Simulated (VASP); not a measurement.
# Cs: relaxation of cell and atoms with PBEsol

Crystal: Cs.

```
CELL_PARAMETERS angstrom
-2.75007 2.75007 4.09724
2.75007 -2.75007 4.09724
2.75007 2.75007 -4.09724
ATOMIC_POSITIONS crystal
Cs 0.00000 0.00000 0.00000
```

```json
{
 "Program": "VASP 6.6.1",
 "Task": "relaxation of cell and atoms",
 "Functional": "PBEsol",
 "Potentials or basis": "VASP PAW PBE potentials, release 64 (Cs_sv)",
 "Cutoff": "500 eV",
 "k mesh": "7 × 7 × 7",
 "Occupations": "methfessel-paxton, width 0.15 eV",
 "Spin": "no spin polarisation",
 "Dipole correction": "no",
 "Further INCAR settings": "ALGO = Normal; EDIFF = 1e-07; IBRION = 2; EDIFFG = -0.01; NSW = 80; ISIF = 3"
}
```

```
Relaxed volume                        : 107.68 Å³/atom
Relaxed cell                          : a = 5.339 Å, b = 5.339 Å, c = 5.339 Å, α = 119.96°, β = 119.96°, γ = 90.06°
Space group after relaxing (to 0.1 Å) : Fm-3m (No. 225)
Energy gained by relaxing             : 13.9 meV/atom
Ionic steps                           : 9
Pressure after relaxing               : 0.0 GPa
Band gap on the k mesh                : zero (an odd number of electrons rules out a gap without spin polarisation)
```

The path:
```tsv
step	energy change (eV)	largest force (eV/Å)	pressure (GPa)	volume (Å³)
1	0.0000	0.0000	-0.23	123.95
2	-0.0043	0.0000	-0.20	120.78
3	-0.0125	0.0000	-0.07	111.58
4	-0.0005	0.0000	0.35	94.60
5	-0.0134	0.0000	-0.01	107.99
6	-0.0134	0.0000	0.01	107.49
7	-0.0135	0.0000	0.01	107.52
8	-0.0137	0.0000	0.01	107.58
9	-0.0139	0.0000	0.00	107.68
```

Final structure:
```cif
data_structure
_symmetry_space_group_name_H-M 'P 1'
_symmetry_Int_Tables_number 1
_cell_length_a 5.3391
_cell_length_b 5.3391
_cell_length_c 5.3391
_cell_angle_alpha 119.963
_cell_angle_beta 119.963
_cell_angle_gamma 90.064
_cell_volume 107.68
loop_
_atom_site_label
_atom_site_type_symbol
_atom_site_fract_x
_atom_site_fract_y
_atom_site_fract_z
_atom_site_occupancy
Cs1 Cs 0.00000 0.00000 0.00000 1
```

Levels at points of the mesh, in eV from the Fermi level:
```tsv
k point	band 1	band 2	band 3	band 4	band 5	band 6	band 7	band 8
(0.00, 0.00, 0.00)	-23.85	-10.56	-10.56	-10.56	-1.80	2.44	2.44	2.45
```

Run time: 110 s on 1 thread of AMD EPYC 9R45 96-Core Processor (Zen 5) (shared host), peak memory 0.25 GiB.

Caveat: the PAW data sets were made with another functional, which shifts forces and pressure a little; spin-orbit coupling is left out, which moves the levels of the heavy elements.
